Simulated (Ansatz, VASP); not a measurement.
## Cd4Se3S: VASP beside Ansatz

```xyz
8
Lattice="6.3653 0.0717 0.0049 0.0717 6.2073 -0.0726 0.0049 -0.0726 5.9524" Properties=species:S:1:pos:R:3 pbc="T T T"
Cd    4.8448    4.8117    1.5036
Cd    4.8413    1.5232    4.3741
Cd    1.6349    4.5865    4.4660
Cd    1.5214    1.3680    1.4139
Se    0.0969    3.0909    3.0233
Se    3.1104    0.0981    2.9650
Se    3.1561    3.2433   -0.0875
S     0.1197   -0.1025   -0.0043
```

Change from the starting cell: cell x1, atoms moved at random (sigma 0.1 Å) and cell strained at random (1.5 %), then relaxed without symmetry.

Alike in both runs: task relaxation of cell and atoms; functional PBE; k mesh 2 × 2 × 2; occupations gaussian, width 0.1 eV; no spin polarisation.

|  | VASP | Ansatz |
| --- | --- | --- |
| version | VASP 6.6.1 | Ansatz 0.2.0 |
| potentials or method | VASP PAW PBE potentials, release 64 (Cd, Se, S), cutoff 600 eV | scalar-relativistic, plane waves, PAW |
| valence electrons in the cell | 72 | 134 |

```csv
,VASP,Ansatz,Ansatz less VASP
"gap on the k mesh at the Fermi level, each at its own relaxed structure (eV)",0.57,0.58,+0.012
relaxed volume (Å³/atom),28.98,28.84,-0.142
relaxed cell length with the largest relative difference (Å),6.148,6.134,-0.0138
```

VASP's potentials hold 72 valence electrons a cell and Ansatz's 134, so a difference there can come from the potentials and not from the codes.

The k mesh is coarse, so the values compare programs but aren't converged.
